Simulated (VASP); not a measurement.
Write the native input for VASP 6.6.1 that does the following.

| Quantity | Value |
| --- | --- |
| Task | single point |
| Functional | PBE |
| Potentials or basis | VASP PAW PBE potentials, release 64 (Ag) |
| Cutoff | 520 eV |
| k mesh | 18 × 18 × 6 |
| Occupations | gaussian, width 0.15 eV |
| Spin | no spin polarisation |
| Dipole correction | no |
| Further INCAR settings | ALGO = Fast; EDIFF = 1e-06; NBANDS = 30 |

The structure of Ag lies in POSCAR:

```
Ag
1.0
    2.9808697485      0.0000000000      0.0000000000
   -1.4904348742      2.5815089276      0.0000000000
    0.0000000000      0.0000000000      9.8504172480
Ag
4
Direct
    0.3333333333      0.6666666667      0.2500000000
    0.6666666667      0.3333333333      0.7500000000
    0.0000000000      0.0000000000      0.0000000000
    0.0000000000      0.0000000000      0.5000000000
```

This cell differs from its parent crystal: strain +0.015 along x and y, +0.030 along z.

The input as run:

INCAR

```
ALGO = Fast ; EDIFF = 1E-6
ENCUT = 520 ; GGA = PE
ISIF = 2 ; ISMEAR = 0
LASPH = True ; LCHARG = False
LREAL = False ; LWAVE = False
NBANDS = 30 ; NELM = 100
PREC = Accurate ; SIGMA = 0.15
```

KPOINTS

```
k-points
0
Gamma
  18 18 6
```

Potentials or basis: VASP PAW PBE potentials, release 64 (Ag).

The run is started by

```console
$ cat potpaw_PBE.64/Ag/POTCAR > POTCAR
$ mpirun -np 1 vasp_std > vasp.out
```

Results of the run:

| Item | Value |
| --- | --- |
| Pressure | -4.5 GPa |
| Band gap on the k mesh | zero (band 22 reaches 10.28 eV, above the bottom of band 23 at 4.02 eV) |

Caveat: the cell differs from its parent crystal (strain +0.015 along x and y, +0.030 along z).

Run time: 100 s on 1 thread of Intel(R) Xeon(R) 6975P-C (Granite Rapids) (shared host), peak memory 0.37 GiB.
